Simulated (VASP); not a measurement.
Wanted: the native input for a VASP 6.6.1 run.

| Property | Result |
| --- | --- |
| Task | single point |
| Functional | PBEsol |
| Potentials or basis | VASP PAW PBE potentials, release 64 (Tl_d) |
| Cutoff | 400 eV |
| k mesh | 12 × 12 × 12 |
| Occupations | methfessel-paxton, width 0.1 eV |
| Spin | no spin polarisation |
| Tolerance level | tight |
| Purpose | restart |
| Start | from scratch |
| Further INCAR settings | ALGO = Normal; EDIFF = 1e-06 |

The structure of Tl lies in POSCAR:

```
Tl
1.0
   -1.9559951735      1.9559951735      1.9559951735
    1.9559951735     -1.9559951735      1.9559951735
    1.9559951735      1.9559951735     -1.9559951735
Tl
1
Direct
    0.0000000000      0.0000000000      0.0000000000
```

This isn't the form of Tl at room conditions, which is hcp.

One way to write it, as run:

INCAR

```
SYSTEM = Tl
  GGA = PS
  ISMEAR = 1
  SIGMA = 0.1
  LWAVE = .FALSE.
  LCHARG = .FALSE.
  ISIF = 2
  PREC = Accurate
  LASPH = .TRUE.
  LREAL = .FALSE.
  ALGO = Normal
  EDIFF = 1E-6
  NELM = 120
  GGA_COMPAT = .FALSE.
  ENCUT = 400
```

KPOINTS

```
k-points
0
Gamma
  12 12 12
```

Potentials or basis: VASP PAW PBE potentials, release 64 (Tl_d).

Run with:

```console
$ cat potpaw_PBE.64/Tl_d/POTCAR > POTCAR
$ mpirun -np 1 vasp_std > vasp.out
```

It gave:

The pressure is -1.6 GPa and the band gap on the k mesh is zero (an odd number of electrons rules out a gap without spin polarisation).

Caveat: the PAW data sets were made with another functional, which shifts forces and pressure a little; spin-orbit coupling is left out, which moves the levels of the heavy elements.

It took 8.7 s on 1 thread of Intel(R) Xeon(R) Platinum 8259CL CPU @ 2.50GHz (Skylake/Cascade Lake), on a shared host, peak memory 0.14 GiB.
